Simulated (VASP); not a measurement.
# Mg5Ge (F-43m) in VASP: further runs

Mg5Ge is run at these levels: LDA; tasks: single point.

Program: VASP 6.6.1. These are calculated values, not measurements. Logs are shortened: lines on timing, memory, paths and dates and some standing lists are left out, and cuts for length are marked.

## Step 1: The cell of the first run

Symmetry: F-43m, No. 216, cubic system. The conventional cell has a = 8.026 Å, b = 8.026 Å, c = 8.026 Å, α = 90.00°, β = 90.00°, γ = 90.00°. Mg (site symmetry -43m) has 12 Mg at 3.33 Å and 4 Ge at 3.48 Å within 4.4 Å. Within 3.7 Å of Mg (site symmetry 3m) lie 9 Mg at 2.83 to 3.33 Å and 3 Ge at 3.33 Å. Within 4.4 Å of Ge (site symmetry -43m) lie 16 Mg at 3.33 to 3.48 Å.

## Step 2: Single point, LDA

Input file INCAR:

```
SYSTEM = Mg5Ge
PREC = Accurate
ENCUT = 520
EDIFF = 1E-7
ISMEAR = -1
SIGMA = 0.05
LREAL = .False.
LASPH = .True.
NELM = 100
ALGO = Normal
ISIF = 2
LWAVE = .False.
LCHARG = .True.
LELF = .True.
LVHAR = .True.
NBANDS = 21
```

Input file KPOINTS:

```
regular mesh
0
Gamma
  5 5 5
  0 0 0
```

Input file POSCAR:

```
Mg5Ge
1.0
    0.0000000000      4.0131291867      4.0131291867
    4.0131291867      0.0000000000      4.0131291867
    4.0131291867      4.0131291867      0.0000000000
Mg Ge
5 1
Direct
    0.7500000000      0.7500000000      0.7500000000
    0.3748300000      0.8755000000      0.3748300000
    0.3748300000      0.3748300000      0.8755000000
    0.8755000000      0.3748300000      0.3748300000
    0.3748300000      0.3748300000      0.3748300000
    0.0000000000      0.0000000000      0.0000000000
```

Potentials or basis: VASP PAW LDA potentials, release 64 (Mg, Ge_d).

Run with:

```sh
> cat potpaw_LDA.64/Mg/POTCAR potpaw_LDA.64/Ge_d/POTCAR > POTCAR
> mpirun -np 1 vasp_std > vasp.out
```

OUTCAR:

```text
SYSTEM = Mg5Ge
   PREC = Accurate
   ENCUT = 520
   EDIFF = 1E-7
   ISMEAR = -1
   LREAL = .False.
   LASPH = .True.
   NELM = 100
   ISIF = 2

 ion  position               nearest neighbor table
   1  0.750  0.750  0.750-   2 3.33   3 3.33   3 3.33   4 3.33   2 3.33   4 3.33   5 3.33   5 3.33
                             5 3.33   2 3.33   3 3.33   4 3.33
   2  0.375  0.876  0.375-   3 2.83   4 2.83   5 2.83   4 2.84   3 2.84   5 2.84   1 3.33   1 3.33
                             1 3.33
   3  0.375  0.375  0.876-   2 2.83   4 2.83   5 2.83   2 2.84   4 2.84   5 2.84   1 3.33   1 3.33
                             1 3.33
   4  0.876  0.375  0.375-   2 2.83   3 2.83   5 2.83   2 2.84   3 2.84   5 2.84   1 3.33   1 3.33
                             1 3.33
   5  0.375  0.375  0.375-   2 2.83   3 2.83   4 2.83   4 2.84   2 2.84   3 2.84   1 3.33   1 3.33
                             1 3.33
   6  0.000  0.000  0.000-

  LATTYP: Found a face centered cubic cell.
 ALAT       =     8.0262583734

  Lattice vectors:

 A1 = (   0.0000000000,   4.0131291867,   4.0131291867)
 A2 = (   4.0131291867,   0.0000000000,   4.0131291867)
 A3 = (   4.0131291867,   4.0131291867,   0.0000000000)

Analysis of symmetry for initial positions (statically):
=====================================================================
 Subroutine PRICEL returns:
 Original cell was already a primitive cell.

 Routine SETGRP: Setting up the symmetry group for a
 face centered cubic supercell.

 Subroutine GETGRP returns: Found  6 space group operations
 (whereof  6 operations were pure point group operations)
 out of a pool of 48 trial point group operations.

The static configuration has the point symmetry C_3v.

Analysis of symmetry for dynamics (positions and initial velocities):
=====================================================================
 Subroutine PRICEL returns:
 Original cell was already a primitive cell.

 Routine SETGRP: Setting up the symmetry group for a
 face centered cubic supercell.

 Subroutine GETGRP returns: Found  6 space group operations
 (whereof  6 operations were pure point group operations)
 out of a pool of 48 trial point group operations.

The dynamic configuration has the point symmetry C_3v.

 Subroutine INISYM returns: Found  6 space group operations
 (whereof  6 operations are pure point group operations),
 and found     1 'primitive' translations

----------------------------------------------------------------------------------------

                                     Primitive cell

  volume of cell :     129.2645

  direct lattice vectors                    reciprocal lattice vectors
     0.000000000  4.013129187  4.013129187    -0.124591055  0.124591055  0.124591055
     4.013129187  0.000000000  4.013129187     0.124591055 -0.124591055  0.124591055
     4.013129187  4.013129187  0.000000000     0.124591055  0.124591055 -0.124591055

  length of vectors
     5.675421723  5.675421723  5.675421723     0.215798038  0.215798038  0.215798038

  position of ions in fractional coordinates (direct lattice)
     0.750000000  0.750000000  0.750000000
     0.374830000  0.875500000  0.374830000
     0.374830000  0.374830000  0.875500000
     0.875500000  0.374830000  0.374830000
     0.374830000  0.374830000  0.374830000
     0.000000000  0.000000000  0.000000000

  ion indices of the primitive-cell ions
   primitive index   ion index
                 1           1
                 2           2
                 3           3
                 4           4
                 5           5
                 6           6

----------------------------------------------------------------------------------------

 KPOINTS: regular mesh

Automatic generation of k-mesh.
 Grid dimensions read from file:
 generate k-points for:    5    5    5

 Generating k-lattice:

  Cartesian coordinates                     Fractional coordinates (reciprocal lattice)
    -0.024918211  0.024918211  0.024918211     0.200000000  0.000000000  0.000000000
     0.024918211 -0.024918211  0.024918211     0.000000000  0.200000000  0.000000000
     0.024918211  0.024918211 -0.024918211     0.000000000  0.000000000  0.200000000

  Length of vectors
     0.043159608  0.043159608  0.043159608

  Shift w.r.t. Gamma in fractional coordinates (k-lattice)
     0.000000000  0.000000000  0.000000000

 Subroutine IBZKPT returns following result:
 ===========================================

 Found     19 irreducible k-points:

 Following reciprocal coordinates:
            Coordinates               Weight
  0.000000  0.000000  0.000000      1.000000
  0.200000  0.000000  0.000000      6.000000
  0.200000  0.200000  0.200000      2.000000
  0.400000  0.000000  0.000000      6.000000
  0.400000  0.400000  0.400000      2.000000
  0.200000  0.200000  0.000000      6.000000
[... 11 lines left out ...]
 -0.400000  0.400000  0.200000     12.000000
  0.400000  0.200000 -0.200000     12.000000
   k-points           NKPTS =     19   k-points in BZ     NKDIM =     19   number of bands    NBANDS=     21
   number of dos      NEDOS =    301   number of ions     NIONS =      6
   total plane-waves  NPLWV =  74088
   dimension x,y,z NGX =    42 NGY =   42 NGZ =   42
   dimension x,y,z NGXF=    84 NGYF=   84 NGZF=   84
   ions per type =               5   1
   NGX,Y,Z   is equivalent  to a cutoff of  12.30, 12.30, 12.30 a.u.
   NGXF,Y,Z  is equivalent  to a cutoff of  24.61, 24.61, 24.61 a.u.
 SYSTEM =  Mg5Ge
   PREC   = accura    normal or accurate (medium, high low for compatibility)
   ISTART =      0    job   : 0-new  1-cont  2-samecut
   ICHARG =      2    charge: 1-file 2-atom 10-const
   ISPIN  =      1    spin polarized calculation?
   LNONCOLLINEAR =      F non collinear calculations
   LSORBIT =      F    spin-orbit coupling
   LASPH  =      T    aspherical Exc in radial PAW
   ENCUT  =  520.0 eV  38.22 Ry    6.18 a.u.  10.55 10.55 10.55*2*pi/ulx,y,z
   NELM   =    100;   NELMIN=  2; NELMDL= -5     # of ELM steps
   EDIFF  = 0.1E-06   stopping-criterion for ELM
   LREAL  =      F    real-space projection
   EDIFFG = 0.1E-05   stopping-criterion for IOM
   NSW    =      0    number of steps for IOM
   IBRION =     -1    ionic relax: 0-MD 1-quasi-New 2-CG
   NFREE  =      0    steps in history (QN), initial steepest desc. (CG)
   ISIF   =      2    stress and relaxation
   ISYM   =      2    0-nonsym 1-usesym 2-fastsym
   POTIM  = 0.5000    time-step for ionic-motion
   TEBEG  =    0.0;   TEEND  =   0.0 temperature during run
   PSTRESS=    0.0 pullay stress
   NELECT =      24.0000    total number of electrons
   NUPDOWN=      -1.0000    fix difference up-down
   EMIN   =  10.00;   EMAX   =-10.00  energy-range for DOS
   EFERMI =   0.00;   METHOD = LEGACY
   ISMEAR =    -1;   SIGMA  =   0.05  broadening in eV -4-tet -1-fermi 0-gaus
   EFERMI_NEDOS =   21; number of points for ismear=-14 and -15
   IALGO  =     38    algorithm
   IMIX   =      4    mixing-type and parameters
     AMIX     =   0.40;   BMIX     =  1.00
     AMIX_MAG =   1.60;   BMIX_MAG =  1.00
  volume/ion in A,a.u.               =      21.54       145.39
  Fermi-wavevector in a.u.,A,eV,Ry     =   0.933940  1.764890 11.867588  0.872243
  Thomas-Fermi vector in A             =   2.060693
   LORBIT       =      0    0 simple, 1 ext, 2 COOP (PROOUT), +10 PAW based schemes
   GGA     = CA    functional components
   LHFCALC =     F    Hartree Fock is set to
   AEXX    =    0.0000 exact exchange contribution
   IVDW    =     0    specifies the selected vdW correction
   LEPSILON=     F    determine dielectric tensor
   LRPA    =     F    only Hartree local field effects (RPA)
 non-spin polarized calculation
  energy-cutoff  :      520.00
  volume of cell :      129.26
 maximum number of plane-waves:      3503
 NGX is ok and might be reduce to    42
   NGX = 21   NGY = 21   NGZ = 21

 number of electron      23.9999995 magnetization

 Free energy of the ion-electron system (eV)
  ---------------------------------------------------
  ext. energy  EPLUGINS =         0.00000000
  ---------------------------------------------------
  free energy    TOTEN  =       -13.70510415 eV

  energy without entropy =      -13.68030491  energy(sigma->0) =      -13.69270453

 E-fermi :   3.1152     XC(G=0):  -9.2053

 val. band max:        3.0742426272   @ k =   0.2000   0.0000   0.0000
 cond. band min:       3.1289699688   @ k =   0.2000   0.2000  -0.4000
 fundamental gap:      0.0547273416
 Fermi energy:         3.1151567434

 k-point     1 :       0.0000    0.0000    0.0000
  band No.  band energies     occupation
      1     -21.3862      2.00000
      2     -21.3862      2.00000
      3     -21.3854      2.00000
      4     -21.3854      2.00000
      5     -21.3854      2.00000
      6      -5.8072      2.00000
[... 13 lines left out ...]
     20       4.8981      0.00000
     21      11.1544      0.00000

 k-point     2 :       0.2000    0.0000    0.0000
  band No.  band energies     occupation
      1     -21.3862      2.00000
      2     -21.3862      2.00000
      3     -21.3854      2.00000
      4     -21.3854      2.00000
      5     -21.3854      2.00000
      6      -5.6276      2.00000
[... 13 lines left out ...]
     20       6.6177      0.00000
     21       9.0904      0.00000

 k-point     3 :       0.2000    0.2000    0.2000
  band No.  band energies     occupation
      1     -21.3862      2.00000
      2     -21.3862      2.00000
      3     -21.3854      2.00000
      4     -21.3854      2.00000
      5     -21.3854      2.00000
      6      -5.6276      2.00000
[... 13 lines left out ...]
     20       6.6177      0.00000
     21       9.0904      0.00000

 k-point     4 :       0.4000    0.0000    0.0000
  band No.  band energies     occupation
      1     -21.3862      2.00000
      2     -21.3862      2.00000
      3     -21.3853      2.00000
      4     -21.3853      2.00000
      5     -21.3853      2.00000
      6      -5.2439      2.00000
[... 13 lines left out ...]
     20       7.7395      0.00000
     21       8.9986      0.00000

 k-point     5 :       0.4000    0.4000    0.4000
  band No.  band energies     occupation
      1     -21.3862      2.00000
      2     -21.3862      2.00000
      3     -21.3853      2.00000
      4     -21.3853      2.00000
      5     -21.3853      2.00000
      6      -5.2439      2.00000
[... 13 lines left out ...]
     20       7.7395      0.00000
     21       8.9986      0.00000

 k-point     6 :       0.2000    0.2000    0.0000
  band No.  band energies     occupation
      1     -21.3862      2.00000
      2     -21.3862      2.00000
      3     -21.3854      2.00000
      4     -21.3853      2.00000
      5     -21.3853      2.00000
      6      -5.5698      2.00000
[... 13 lines left out ...]
     20       8.0864      0.00000
     21       8.9743      0.00000

 k-point     7 :       0.4000    0.2000    0.0000
  band No.  band energies     occupation
      1     -21.3862      2.00000
      2     -21.3862      2.00000
      3     -21.3854      2.00000
      4     -21.3853      2.00000
      5     -21.3853      2.00000
      6      -5.2496      2.00000
[... 13 lines left out ...]
     20       7.8197      0.00000
     21       8.0136      0.00000
[... 171 lines left out ...]
      1     -21.3863      2.00000
      2     -21.3862      2.00000
      3     -21.3854      2.00000
      4     -21.3853      2.00000
      5     -21.3853      2.00000
      6      -5.0826      2.00000
[... 13 lines left out ...]
     20       7.9173      0.00000
     21       8.0004      0.00000

 k-point    16 :      -0.4000    0.4000    0.0000
  band No.  band energies     occupation
      1     -21.3862      2.00000
      2     -21.3862      2.00000
      3     -21.3854      2.00000
      4     -21.3853      2.00000
      5     -21.3853      2.00000
      6      -4.9725      2.00000
[... 13 lines left out ...]
     20       8.3938      0.00000
     21       8.5194      0.00000

 k-point    17 :       0.4000    0.4000   -0.2000
  band No.  band energies     occupation
      1     -21.3862      2.00000
      2     -21.3862      2.00000
      3     -21.3854      2.00000
      4     -21.3853      2.00000
      5     -21.3853      2.00000
      6      -4.9725      2.00000
[... 13 lines left out ...]
     20       8.3938      0.00000
     21       8.5194      0.00000

 k-point    18 :      -0.4000    0.4000    0.2000
  band No.  band energies     occupation
      1     -21.3862      2.00000
      2     -21.3862      2.00000
      3     -21.3854      2.00000
      4     -21.3853      2.00000
      5     -21.3853      2.00000
      6      -5.0210      2.00000
[... 13 lines left out ...]
     20       8.2160      0.00000
     21       8.9909      0.00000

 k-point    19 :       0.4000    0.2000   -0.2000
  band No.  band energies     occupation
      1     -21.3862      2.00000
      2     -21.3862      2.00000
      3     -21.3854      2.00000
      4     -21.3853      2.00000
      5     -21.3853      2.00000
      6      -5.0210      2.00000
[... 13 lines left out ...]
     20       8.2160      0.00000
     21       8.9910      0.00000

------------------------ aborting loop because EDIFF is reached ----------------------------------------

  FORCE on cell =-STRESS in cart. coord.  units (eV):
  Direction    XX          YY          ZZ          XY          YZ          ZX
  --------------------------------------------------------------------------------------
  -------------------------------------------------------------------------------------
  Total       -0.4346348     -0.4346348     -0.4346348     -0.0000220     -0.0000220     -0.0000220
  in kB       -5.3871075     -5.3871075     -5.3871075     -0.0002726     -0.0002726     -0.0002726
  external PRESSURE =      -5.3871075 kB  Pullay stress =       0.0000000 kB

 VOLUME and BASIS-vectors are now :
 -----------------------------------------------------------------------------
  energy-cutoff  :      520.00
  volume of cell :      129.26
      direct lattice vectors                 reciprocal lattice vectors
     0.000000000  4.013129187  4.013129187    -0.124591055  0.124591055  0.124591055
     4.013129187  0.000000000  4.013129187     0.124591055 -0.124591055  0.124591055
     4.013129187  4.013129187  0.000000000     0.124591055  0.124591055 -0.124591055

 POSITION                                       TOTAL-FORCE (eV/Angst)
 -----------------------------------------------------------------------------------
      6.01969      6.01969      6.01969        -0.000027     -0.000027     -0.000027
      5.01774      3.00848      5.01774         0.007084     -0.007069      0.007084
      5.01774      5.01774      3.00848         0.007084      0.007084     -0.007069
      3.00848      5.01774      5.01774        -0.007069      0.007084      0.007084
      3.00848      3.00848      3.00848        -0.007065     -0.007065     -0.007065
      0.00000      0.00000      0.00000        -0.000007     -0.000007     -0.000007
 -----------------------------------------------------------------------------------
    total drift:                                0.000000      0.000000      0.000000

  FREE ENERGIE OF THE ION-ELECTRON SYSTEM (eV)
  ---------------------------------------------------
  free  energy   TOTEN  =       -13.7051041534 eV

  energy  without entropy=      -13.6803049067  energy(sigma->0) =      -13.69270453
```

Wall time 29 s (1 thread of Intel Xeon 6975P-C (Granite Rapids), shared host); peak memory 0.22 GiB.

What came out:

* Free energy: -13.7051 eV
* Pressure: -0.5 GPa
* Largest force: 0.012 eV/Å
* Band gap on the k mesh: zero (band 12 reaches 4.26 eV, above the bottom of band 13 at 2.40 eV)

Forces in eV/Å, atoms in the order of the input:
```
Mg   0.000  0.000  0.000
Mg   0.007 -0.007  0.007
Mg   0.007  0.007 -0.007
Mg  -0.007  0.007  0.007
Mg  -0.007 -0.007 -0.007
Ge   0.000  0.000  0.000
```

Levels at points of the mesh, in eV from the Fermi level:
```csv
k point,band 9,band 10,band 11,band 12,band 13,band 14,band 15,band 16
"(0.00, 0.00, 0.00)",-1.58,-1.58,-1.21,-0.21,-0.21,-0.21,1.01,1.48
```

(Part 1 of 2 ends here.)
